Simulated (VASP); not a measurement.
# HgTe (F-43m) in VASP: vibrations by perturbation theory with PBE

Aim: the vibrations by perturbation theory of HgTe with PBE.

All numbers are computed with VASP 6.6.1; they aren't measurements. Logs are shortened: lines on timing, memory, paths and dates and some standing lists are left out, and cuts for length are marked.

## (1) The cell of the first run

The structure is cubic, space group F-43m (No. 216). The conventional cell has a = 6.429 Å, b = 6.429 Å, c = 6.429 Å, α = 90.00°, β = 90.00°, γ = 90.00°. Hg (site symmetry -43m) has 4 Te at 2.78 Å within 3.7 Å. Within 3.7 Å of Te (site symmetry -43m) lie 4 Hg at 2.78 Å.

## (2) Vibrations by perturbation theory, PBE

File INCAR:

```
SYSTEM = HgTe
ALGO = Normal
EDIFF = 1E-8
ENCUT = 520
GGA = PE
IBRION = 8
ISIF = 2
ISMEAR = 1
LASPH = .TRUE.
LCHARG = .FALSE.
LREAL = .FALSE.
LWAVE = .FALSE.
NBANDS = 16
NELM = 60
NSW = 1
PREC = Accurate
SIGMA = 0.02
```

File KPOINTS:

```
k-points
0
G
  6 6 6
  0 0 0
```

File POSCAR:

```
HgTe
1.0
    0.0000000000      3.2145000000      3.2145000000
    3.2145000000      0.0000000000      3.2145000000
    3.2145000000      3.2145000000      0.0000000000
Hg Te
1 1
Direct
    0.0000000000      0.0000000000      0.0000000000
    0.2500000000      0.2500000000      0.2500000000
```

Potentials or basis: VASP PAW PBE potentials, release 64 (Hg, Te).

Started as:

```
cat potpaw_PBE.64/Hg/POTCAR potpaw_PBE.64/Te/POTCAR > POTCAR
mpirun -np 1 vasp_std > vasp.out
```

OUTCAR:

```text
SYSTEM = HgTe
   EDIFF = 1E-8
   ENCUT = 520
   GGA = PE
   IBRION = 8
   ISIF = 2
   ISMEAR = 1
   LASPH = .TRUE.
   LREAL = .FALSE.
   NELM = 60
   NSW = 1
   PREC = Accurate

 ion  position               nearest neighbor table
   1  0.000  0.000  0.000-   2 2.78   2 2.78   2 2.78   2 2.78
   2  0.250  0.250  0.250-   1 2.78   1 2.78   1 2.78   1 2.78

  LATTYP: Found a face centered cubic cell.
 ALAT       =     6.4290000000

  Lattice vectors:

 A1 = (   0.0000000000,   3.2145000000,   3.2145000000)
 A2 = (   3.2145000000,   0.0000000000,   3.2145000000)
 A3 = (   3.2145000000,   3.2145000000,   0.0000000000)

Analysis of symmetry for initial positions (statically):
=====================================================================
 Subroutine PRICEL returns:
 Original cell was already a primitive cell.

 Routine SETGRP: Setting up the symmetry group for a
 face centered cubic supercell.

 Subroutine GETGRP returns: Found 24 space group operations
 (whereof 24 operations were pure point group operations)
 out of a pool of 48 trial point group operations.

The static configuration has the point symmetry T_d .

Analysis of symmetry for dynamics (positions and initial velocities):
=====================================================================
 Subroutine PRICEL returns:
 Original cell was already a primitive cell.

 Routine SETGRP: Setting up the symmetry group for a
 face centered cubic supercell.

 Subroutine GETGRP returns: Found 24 space group operations
 (whereof 24 operations were pure point group operations)
 out of a pool of 48 trial point group operations.

The dynamic configuration has the point symmetry T_d .

 Subroutine INISYM returns: Found 24 space group operations
 (whereof 24 operations are pure point group operations),
 and found     1 'primitive' translations

----------------------------------------------------------------------------------------

                                     Primitive cell

  volume of cell :      66.4309

  direct lattice vectors                    reciprocal lattice vectors
     0.000000000  3.214500000  3.214500000    -0.155545186  0.155545186  0.155545186
     3.214500000  0.000000000  3.214500000     0.155545186 -0.155545186  0.155545186
     3.214500000  3.214500000  0.000000000     0.155545186  0.155545186 -0.155545186

  length of vectors
     4.545989496  4.545989496  4.545989496     0.269412165  0.269412165  0.269412165

  position of ions in fractional coordinates (direct lattice)
     0.000000000  0.000000000  0.000000000
     0.250000000  0.250000000  0.250000000

  ion indices of the primitive-cell ions
   primitive index   ion index
                 1           1
                 2           2

----------------------------------------------------------------------------------------

 KPOINTS: k-points

Automatic generation of k-mesh.
 Grid dimensions read from file:
 generate k-points for:    6    6    6

 Generating k-lattice:

  Cartesian coordinates                     Fractional coordinates (reciprocal lattice)
    -0.025924198  0.025924198  0.025924198     0.166666667  0.000000000  0.000000000
     0.025924198 -0.025924198  0.025924198     0.000000000  0.166666667  0.000000000
     0.025924198  0.025924198 -0.025924198     0.000000000  0.000000000  0.166666667

  Length of vectors
     0.044902027  0.044902027  0.044902027

  Shift w.r.t. Gamma in fractional coordinates (k-lattice)
[... 65 lines left out ...]
  Fermi-wavevector in a.u.,A,eV,Ry     =   1.059357  2.001894 15.268958  1.122237
  Thomas-Fermi vector in A             =   2.194699
   LORBIT       =      0    0 simple, 1 ext, 2 COOP (PROOUT), +10 PAW based schemes
   GGA     = PE    functional components
   LHFCALC =     F    Hartree Fock is set to
   AEXX    =    0.0000 exact exchange contribution
   IVDW    =     0    specifies the selected vdW correction
   LEPSILON=     F    determine dielectric tensor
   LRPA    =     F    only Hartree local field effects (RPA)
 non-spin polarized calculation
 Methfessel and Paxton  Order N= 1 SIGMA  =   0.02
  energy-cutoff  :      520.00
  volume of cell :       66.43
 maximum number of plane-waves:      1820
 NGX is ok and might be reduce to    36
   NGX = 17   NGY = 17   NGZ = 17

--------------------------------------- Ionic step        1  -------------------------------------------

 number of electron      18.0000000 magnetization

 Free energy of the ion-electron system (eV)
  ---------------------------------------------------
  ext. energy  EPLUGINS =         0.00000000
  ---------------------------------------------------
  free energy    TOTEN  =        -3.54357849 eV

  energy without entropy =       -3.54350935  energy(sigma->0) =       -3.54355544

 E-fermi :   3.2818     XC(G=0):  -8.8155

 val. band max:        3.2777284721   @ k =   0.0000   0.0000   0.0000
 cond. band min:       3.9819796046   @ k =   0.5000   0.0000   0.0000
 fundamental gap:      0.7042511325
 Fermi energy:         3.2817564883

 k-point     1 :       0.0000    0.0000    0.0000
  band No.  band energies     occupation
      1      -8.8279      2.00000
      2      -4.1787      2.00000
      3      -4.1787      2.00000
      4      -4.1787      2.00000
      5      -3.6296      2.00000
      6      -3.6296      2.00000
[... 283 lines left out ...]
      5      -3.6125      2.00000
      6      -3.0234      2.00000
[... 8 lines left out ...]
     15      14.1908      0.00000
     16      14.4845      0.00000

------------------------ aborting loop because EDIFF is reached ----------------------------------------

  FORCE on cell =-STRESS in cart. coord.  units (eV):
  Direction    XX          YY          ZZ          XY          YZ          ZX
  --------------------------------------------------------------------------------------
  -------------------------------------------------------------------------------------
  Total        1.9428650      1.9428650      1.9428650      0.0000000      0.0000000      0.0000000
  in kB       46.8579099     46.8579099     46.8579099      0.0000000      0.0000000      0.0000000
  external PRESSURE =      46.8579099 kB  Pullay stress =       0.0000000 kB

 VOLUME and BASIS-vectors are now :
 -----------------------------------------------------------------------------
  energy-cutoff  :      520.00
  volume of cell :       66.43
      direct lattice vectors                 reciprocal lattice vectors
     0.000000000  3.214500000  3.214500000    -0.155545186  0.155545186  0.155545186
     3.214500000  0.000000000  3.214500000     0.155545186 -0.155545186  0.155545186
     3.214500000  3.214500000  0.000000000     0.155545186  0.155545186 -0.155545186

 POSITION                                       TOTAL-FORCE (eV/Angst)
 -----------------------------------------------------------------------------------
      0.00000      0.00000      0.00000        -0.000000     -0.000000      0.000000
      1.60725      1.60725      1.60725         0.000000      0.000000     -0.000000
 -----------------------------------------------------------------------------------
    total drift:                               -0.000000     -0.000000     -0.000000

  FREE ENERGIE OF THE ION-ELECTRON SYSTEM (eV)
  ---------------------------------------------------
  free  energy   TOTEN  =        -3.5435784895 eV

  energy  without entropy=       -3.5435093489  energy(sigma->0) =       -3.54355544

[... ionic steps 2 to 3 ...]

--------------------------------------- Ionic step        4  -------------------------------------------

------------------------ aborting loop because EDIFF is reached ----------------------------------------

[... ionic steps 5 to 6 ...]

--------------------------------------- Ionic step        7  -------------------------------------------

 Free energy of the ion-electron system (eV)
  ---------------------------------------------------
  ---------------------------------------------------
  free energy    TOTEN  =        -0.04793326 eV

  energy without entropy =       -0.04793326

------------------------ aborting loop because EDIFF is reached ----------------------------------------

 INTERNAL STRAIN TENSOR  FOR ION    2  DIRECTION 1   (eV/Angst):
 -----------------------------------------------------------------------------
     0.02862  0.00000  0.00000
     0.00000 -0.00669 -7.24468
     0.00000 -7.24468 -0.00669

 INTERNAL STRAIN TENSOR FOR ION    2 for displacements in x,y,z  (eV/Angst):
          X           Y           Z          XY          YZ          ZX
  --------------------------------------------------------------------------------
  x    -0.00000     0.00000    -0.00000     0.00000    -7.24468     0.00000
  y     0.00000    -0.00000    -0.00000     0.00000     0.00000    -7.24468
  z     0.00000    -0.00000    -0.00000    -7.24468     0.00000     0.00000

 SECOND DERIVATIVES (NOT SYMMETRIZED)
 ------------------------------------
               1X          1Y          1Z          2X          2Y          2Z
  1X    -4.238723    0.000000    0.000000    4.238723    0.000000    0.000000
  1Y     0.000000   -4.238723    0.000000    0.000000    4.238723    0.000000
  1Z     0.000000    0.000000   -4.238723    0.000000    0.000000    4.238723
  2X     4.239788    0.000000    0.000000   -4.239788    0.000000    0.000000
  2Y     0.000000    4.239788    0.000000    0.000000   -4.239788    0.000000
  2Z     0.000000    0.000000    4.239788    0.000000    0.000000   -4.239788

 Eigenvectors and eigenvalues of the dynamical matrix
 ----------------------------------------------------

   1 f  =    3.644889 THz    22.901513 2PiTHz  121.580409 cm-1    15.074043 meV
             X         Y         Z           dx          dy          dz
      0.000000  0.000000  0.000000     0.000000    0.623490    0.000000
      1.607250  1.607250  1.607250     0.000000   -0.781832    0.000000
[... 21 lines left out ...]
   6 f/i=    0.000223 THz     0.001403 2PiTHz    0.007447 cm-1     0.000923 meV
             X         Y         Z           dx          dy          dz
      0.000000  0.000000  0.000000     0.000000    0.000000    0.781832
      1.607250  1.607250  1.607250     0.000000    0.000000    0.623490

--------------------------------------------------------------------------------------------------------

 ELASTIC MODULI CONTR FROM IONIC RELAXATION (kBar)
 Direction    XX          YY          ZZ          XY          YZ          ZX
 --------------------------------------------------------------------------------
 XX          -0.0000      0.0000     -0.0000      0.0000     -0.0000      0.0000
 YY           0.0000     -0.0000     -0.0000     -0.0000      0.0000     -0.0000
 ZZ          -0.0000     -0.0000     -0.0000     -0.0000     -0.0000     -0.0000
 XY           0.0000     -0.0000     -0.0000   -311.9752      0.0000      0.0000
 YZ          -0.0000      0.0000     -0.0000      0.0000   -311.9752      0.0000
 ZX           0.0000     -0.0000     -0.0000      0.0000      0.0000   -311.9752
 --------------------------------------------------------------------------------
```

Wall time 5.7 min (1 thread of AMD EPYC 7R43 (Zen 3), shared host); peak memory 0.29 GiB.

What came out:

```yaml
Highest_phonon_frequency_at_Γ_LO-TO_splitting_left_out: 122 cm⁻¹
```

Phonon frequencies in cm⁻¹ (negative: imaginary):
```csv
q point,frequencies
"(0.000, 0.000, 0.000)",0 0 0 122 122 122
```

Caveat: the cell stands under pressure or tension, which shifts response properties; spin-orbit coupling is left out, which moves the levels of the heavy elements.
